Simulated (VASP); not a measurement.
Wanted: the native input for a VASP 6.6.1 run.

```yaml
Task: single point
Functional: PBEsol
Dispersion: D3(BJ)
Potentials_or_basis: VASP PAW PBE potentials, release 64 (Cu)
Cutoff: 600 eV
k_mesh: 13 × 13 × 13
Occupations: fermi-dirac, width 0.05 eV
Spin: no spin polarisation
Dipole_correction: no
Further_INCAR_settings: ALGO = Normal; EDIFF = 1e-06; NBANDS = 12
```

The structure of Cu lies in POSCAR:

```
Cu
1.0
    0.0000000000      1.7547917579      1.7547917579
    1.7547917579      0.0000000000      1.7547917579
    1.7547917579      1.7547917579      0.0000000000
Cu
1
Direct
    0.0000000000      0.0000000000      0.0000000000
```

One way to write it, as run:

INCAR

```
SYSTEM = Cu
PREC = Accurate
ENCUT = 600
EDIFF = 1E-6
ISMEAR = -1
SIGMA = 0.05
LREAL = .FALSE.
LASPH = .TRUE.
NELM = 120
ALGO = Normal
ISIF = 2
LWAVE = .FALSE.
LCHARG = .FALSE.
GGA = PS
IVDW = 12
NBANDS = 12
GGA_COMPAT = .FALSE.
```

KPOINTS

```
regular mesh
0
G
  13 13 13
  0 0 0
```

Potentials or basis: VASP PAW PBE potentials, release 64 (Cu).

Run with:

```bash
$ cat potpaw_PBE.64/Cu/POTCAR > POTCAR
$ mpirun -np 1 vasp_std > vasp.out
```

It gave:

* Pressure: 0.8 GPa
* Band gap on the k mesh: zero (an odd number of electrons rules out a gap without spin polarisation)
* Dispersion energy per atom: -0.573 eV

Caveat: the PAW data sets were made with another functional, which shifts forces and pressure a little.

Wall time 7.9 s on 1 thread of AMD EPYC 7R13 Processor (Zen 3), on a shared host, peak memory 0.11 GiB.
